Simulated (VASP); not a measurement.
# CsSnI3 (Pm-3m) in VASP: notebook, part 2 of 2

VASP 6.6.1. The steps go on from the part before.

### Step 3. Single point, PBEsol

This run uses another cell than the first one, of 46.68 Å³/atom.

File INCAR:

```
ALGO = Normal
EDIFF = 1E-7
ENCUT = 520
GGA = PS
ISIF = 2
ISMEAR = -1
LASPH = True
LCHARG = False
LREAL = False
LWAVE = False
NBANDS = 30
NELM = 80
PREC = Accurate
SIGMA = 0.02
```

File KPOINTS:

```
k-points
0
Gamma
  4 4 4
```

File POSCAR:

```
CsSnI3
1.0
    6.1568231654      0.0000000000      0.0000000000
    0.0000000000      6.1568231654      0.0000000000
    0.0000000000      0.0000000000      6.1568231654
Cs Sn I
1 1 3
Direct
    0.0000000000      0.0000000000      0.0000000000
    0.5000000000      0.5000000000      0.5000000000
    0.0000000000      0.5000000000      0.5000000000
    0.5000000000      0.0000000000      0.5000000000
    0.5000000000      0.5000000000      0.0000000000
```

Potentials or basis: VASP PAW PBE potentials, release 64 (Cs_sv, Sn_d, I).

The run is started by

```sh
> cat potpaw_PBE.64/Cs_sv/POTCAR potpaw_PBE.64/Sn_d/POTCAR potpaw_PBE.64/I/POTCAR > POTCAR
> mpirun -np 1 vasp_std > vasp.out
```

OUTCAR:

```text
EDIFF = 1E-7
   ENCUT = 520
   GGA = PS
   ISIF = 2
   ISMEAR = -1
   LASPH = True
   LREAL = False
   NELM = 80
   PREC = Accurate

 ion  position               nearest neighbor table
   1  0.000  0.000  0.000-
   2  0.500  0.500  0.500-   3 3.08   4 3.08   5 3.08   5 3.08   4 3.08   3 3.08
   3  0.000  0.500  0.500-   2 3.08   2 3.08
   4  0.500  0.000  0.500-   2 3.08   2 3.08
   5  0.500  0.500  0.000-   2 3.08   2 3.08

  LATTYP: Found a simple cubic cell.
 ALAT       =     6.1568231654

  Lattice vectors:

 A1 = (   6.1568231654,   0.0000000000,   0.0000000000)
 A2 = (   0.0000000000,   6.1568231654,   0.0000000000)
 A3 = (   0.0000000000,   0.0000000000,   6.1568231654)

Analysis of symmetry for initial positions (statically):
=====================================================================
 Subroutine PRICEL returns:
 Original cell was already a primitive cell.

 Routine SETGRP: Setting up the symmetry group for a
 simple cubic supercell.

 Subroutine GETGRP returns: Found 48 space group operations
 (whereof 48 operations were pure point group operations)
 out of a pool of 48 trial point group operations.

The static configuration has the point symmetry O_h .

Analysis of symmetry for dynamics (positions and initial velocities):
=====================================================================
 Subroutine PRICEL returns:
 Original cell was already a primitive cell.

 Routine SETGRP: Setting up the symmetry group for a
 simple cubic supercell.

 Subroutine GETGRP returns: Found 48 space group operations
 (whereof 48 operations were pure point group operations)
 out of a pool of 48 trial point group operations.

The dynamic configuration has the point symmetry O_h .

 Subroutine INISYM returns: Found 48 space group operations
 (whereof 48 operations are pure point group operations),
 and found     1 'primitive' translations

----------------------------------------------------------------------------------------

                                     Primitive cell

  volume of cell :     233.3834

  direct lattice vectors                    reciprocal lattice vectors
     6.156823165  0.000000000  0.000000000     0.162421426  0.000000000  0.000000000
     0.000000000  6.156823165  0.000000000     0.000000000  0.162421426  0.000000000
     0.000000000  0.000000000  6.156823165     0.000000000  0.000000000  0.162421426

  length of vectors
     6.156823165  6.156823165  6.156823165     0.162421426  0.162421426  0.162421426

  position of ions in fractional coordinates (direct lattice)
     0.000000000  0.000000000  0.000000000
     0.500000000  0.500000000  0.500000000
     0.000000000  0.500000000  0.500000000
     0.500000000  0.000000000  0.500000000
     0.500000000  0.500000000  0.000000000

  ion indices of the primitive-cell ions
   primitive index   ion index
                 1           1
                 2           2
                 3           3
                 4           4
                 5           5

----------------------------------------------------------------------------------------

 KPOINTS: k-points

Automatic generation of k-mesh.
 Grid dimensions read from file:
 generate k-points for:    4    4    4

 Generating k-lattice:

  Cartesian coordinates                     Fractional coordinates (reciprocal lattice)
     0.040605357  0.000000000  0.000000000     0.250000000  0.000000000  0.000000000
     0.000000000  0.040605357  0.000000000     0.000000000  0.250000000  0.000000000
     0.000000000  0.000000000  0.040605357     0.000000000  0.000000000  0.250000000

  Length of vectors
     0.040605357  0.040605357  0.040605357

  Shift w.r.t. Gamma in fractional coordinates (k-lattice)
     0.000000000  0.000000000  0.000000000

 Subroutine IBZKPT returns following result:
 ===========================================

 Found     10 irreducible k-points:

 Following reciprocal coordinates:
            Coordinates               Weight
  0.000000  0.000000  0.000000      1.000000
  0.250000  0.000000  0.000000      6.000000
  0.500000  0.000000  0.000000      3.000000
  0.250000  0.250000  0.000000     12.000000
  0.500000  0.250000  0.000000     12.000000
  0.500000  0.500000  0.000000      3.000000
  0.250000  0.250000  0.250000      8.000000
  0.500000  0.250000  0.250000     12.000000
  0.500000  0.500000  0.250000      6.000000
  0.500000  0.500000  0.500000      1.000000
   k-points           NKPTS =     10   k-points in BZ     NKDIM =     10   number of bands    NBANDS=     30
   number of dos      NEDOS =    301   number of ions     NIONS =      5
   total plane-waves  NPLWV = 110592
   dimension x,y,z NGX =    48 NGY =   48 NGZ =   48
   dimension x,y,z NGXF=    96 NGYF=   96 NGZF=   96
   ions per type =               1   1   3
   NGX,Y,Z   is equivalent  to a cutoff of  12.96, 12.96, 12.96 a.u.
   NGXF,Y,Z  is equivalent  to a cutoff of  25.92, 25.92, 25.92 a.u.
 SYSTEM =  unknown system
   PREC   = accura    normal or accurate (medium, high low for compatibility)
   ISTART =      0    job   : 0-new  1-cont  2-samecut
   ICHARG =      2    charge: 1-file 2-atom 10-const
   ISPIN  =      1    spin polarized calculation?
   LNONCOLLINEAR =      F non collinear calculations
   LSORBIT =      F    spin-orbit coupling
   LASPH  =      T    aspherical Exc in radial PAW
   ENCUT  =  520.0 eV  38.22 Ry    6.18 a.u.  11.45 11.45 11.45*2*pi/ulx,y,z
   NELM   =     80;   NELMIN=  2; NELMDL= -5     # of ELM steps
   EDIFF  = 0.1E-06   stopping-criterion for ELM
   LREAL  =      F    real-space projection
   EDIFFG = 0.1E-05   stopping-criterion for IOM
   NSW    =      0    number of steps for IOM
   IBRION =     -1    ionic relax: 0-MD 1-quasi-New 2-CG
   NFREE  =      0    steps in history (QN), initial steepest desc. (CG)
   ISIF   =      2    stress and relaxation
   ISYM   =      2    0-nonsym 1-usesym 2-fastsym
   POTIM  = 0.5000    time-step for ionic-motion
   TEBEG  =    0.0;   TEEND  =   0.0 temperature during run
   PSTRESS=    0.0 pullay stress
   NELECT =      44.0000    total number of electrons
   NUPDOWN=      -1.0000    fix difference up-down
   EMIN   =  10.00;   EMAX   =-10.00  energy-range for DOS
   EFERMI =   0.00;   METHOD = LEGACY
   ISMEAR =    -1;   SIGMA  =   0.02  broadening in eV -4-tet -1-fermi 0-gaus
   EFERMI_NEDOS =   21; number of points for ismear=-14 and -15
   IALGO  =     38    algorithm
   IMIX   =      4    mixing-type and parameters
     AMIX     =   0.40;   BMIX     =  1.00
     AMIX_MAG =   1.60;   BMIX_MAG =  1.00
  volume/ion in A,a.u.               =      46.68       314.99
  Fermi-wavevector in a.u.,A,eV,Ry     =   0.938719  1.773922 11.989369  0.881194
  Thomas-Fermi vector in A             =   2.065959
   LORBIT       =      0    0 simple, 1 ext, 2 COOP (PROOUT), +10 PAW based schemes
   GGA     = PS    functional components
   LHFCALC =     F    Hartree Fock is set to
   AEXX    =    0.0000 exact exchange contribution
   IVDW    =     0    specifies the selected vdW correction
   LEPSILON=     F    determine dielectric tensor
   LRPA    =     F    only Hartree local field effects (RPA)
 non-spin polarized calculation
  energy-cutoff  :      520.00
  volume of cell :      233.38
 maximum number of plane-waves:      6355
 NGX is ok and might be reduce to    48
   NGX = 23   NGY = 23   NGZ = 23

 number of electron      44.0000000 magnetization

 Free energy of the ion-electron system (eV)
  ---------------------------------------------------
  ext. energy  EPLUGINS =         0.00000000
  ---------------------------------------------------
  free energy    TOTEN  =       -15.00526408 eV

  energy without entropy =      -15.00497928  energy(sigma->0) =      -15.00512168

 E-fermi :   3.1355     XC(G=0):  -7.7890

 val. band max:        3.0767789999   @ k =   0.5000   0.5000   0.5000
 cond. band min:       3.2168831699   @ k =   0.5000   0.5000   0.5000
 fundamental gap:      0.1401041700
 Fermi energy:         3.1354971267

 k-point     1 :       0.0000    0.0000    0.0000
  band No.  band energies     occupation
      1     -19.3003      2.00000
      2     -19.0412      2.00000
      3     -19.0412      2.00000
      4     -19.0165      2.00000
      5     -19.0165      2.00000
      6     -19.0165      2.00000
[... 319 lines left out ...]
     29       6.8844      0.00000
     30       8.1513      0.00000

------------------------ aborting loop because EDIFF is reached ----------------------------------------

  FORCE on cell =-STRESS in cart. coord.  units (eV):
  Direction    XX          YY          ZZ          XY          YZ          ZX
  --------------------------------------------------------------------------------------
  -------------------------------------------------------------------------------------
  Total        0.0084073      0.0084073      0.0084073      0.0000000      0.0000000     -0.0000000
  in kB        0.0577164      0.0577164      0.0577164      0.0000000      0.0000000     -0.0000000
  external PRESSURE =       0.0577164 kB  Pullay stress =       0.0000000 kB

 VOLUME and BASIS-vectors are now :
 -----------------------------------------------------------------------------
  energy-cutoff  :      520.00
  volume of cell :      233.38
      direct lattice vectors                 reciprocal lattice vectors
     6.156823165  0.000000000  0.000000000     0.162421426  0.000000000  0.000000000
     0.000000000  6.156823165  0.000000000     0.000000000  0.162421426  0.000000000
     0.000000000  0.000000000  6.156823165     0.000000000  0.000000000  0.162421426

 POSITION                                       TOTAL-FORCE (eV/Angst)
 -----------------------------------------------------------------------------------
      0.00000      0.00000      0.00000         0.000000      0.000000      0.000000
      3.07841      3.07841      3.07841         0.000000      0.000000      0.000000
      0.00000      3.07841      3.07841         0.000000      0.000000      0.000000
      3.07841      0.00000      3.07841         0.000000      0.000000      0.000000
      3.07841      3.07841      0.00000         0.000000      0.000000      0.000000
 -----------------------------------------------------------------------------------
    total drift:                                0.000000     -0.000000     -0.000000

  FREE ENERGIE OF THE ION-ELECTRON SYSTEM (eV)
  ---------------------------------------------------
  free  energy   TOTEN  =       -15.0052640756 eV

  energy  without entropy=      -15.0049792807  energy(sigma->0) =      -15.00512168
```

OSZICAR:

```text
N       E                     dE             d eps       ncg     rms          rms(c)
DAV:   1     0.337293635713E+03    0.33729E+03   -0.17893E+04   600   0.133E+03
DAV:   2     0.265495071813E+02   -0.31074E+03   -0.29805E+03   680   0.277E+02
DAV:   3    -0.135610120030E+02   -0.40111E+02   -0.39720E+02   726   0.111E+02
DAV:   4    -0.151867238932E+02   -0.16257E+01   -0.16193E+01   752   0.260E+01
DAV:   5    -0.152436182587E+02   -0.56894E-01   -0.56880E-01   900   0.459E+00    0.449E+00
DAV:   6    -0.150246409314E+02    0.21898E+00   -0.33277E-01   806   0.329E+00    0.287E+00
DAV:   7    -0.150037570302E+02    0.20884E-01   -0.24970E-01   774   0.212E+00    0.887E-01
DAV:   8    -0.150051272539E+02   -0.13702E-02   -0.39612E-02   716   0.132E+00    0.283E-01
DAV:   9    -0.150050310105E+02    0.96243E-04   -0.30739E-03   748   0.427E-01    0.984E-02
DAV:  10    -0.150052255895E+02   -0.19458E-03   -0.49532E-04   688   0.113E-01    0.361E-02
DAV:  11    -0.150052697357E+02   -0.44146E-04   -0.28860E-04   724   0.116E-01    0.403E-02
DAV:  12    -0.150052660255E+02    0.37102E-05   -0.29743E-05   742   0.246E-02    0.267E-02
DAV:  13    -0.150052647192E+02    0.13063E-05   -0.31421E-06   798   0.112E-02    0.776E-03
DAV:  14    -0.150052638762E+02    0.84304E-06   -0.32086E-06   810   0.129E-02    0.291E-03
DAV:  15    -0.150052639923E+02   -0.11615E-06   -0.29628E-07   636   0.213E-03    0.191E-03
DAV:  16    -0.150052640756E+02   -0.83314E-07   -0.34556E-08   396   0.164E-03
   1 F= -.15005264E+02 E0= -.15005122E+02  d E =-.284795E-03
```

Run time: 77 s. Hardware: 1 thread of Intel Xeon Platinum 8375C at 2.90GHz (Ice Lake), shared host; peak memory 0.35 GiB.

Results:

```yaml
Free_energy: -15.0053 eV
Pressure: 0.0 GPa
Band_gap_on_the_k_mesh: 0.14 eV
```

Caveat: semilocal functionals underestimate gaps, and a narrow one can read as zero; the PAW data sets were made with another functional, which shifts forces and pressure a little; spin-orbit coupling is left out, which moves the levels of the heavy elements. A k mesh can miss the band edges.

The gap in the log of VASP goes by the Fermi energy; the results here count the filled bands.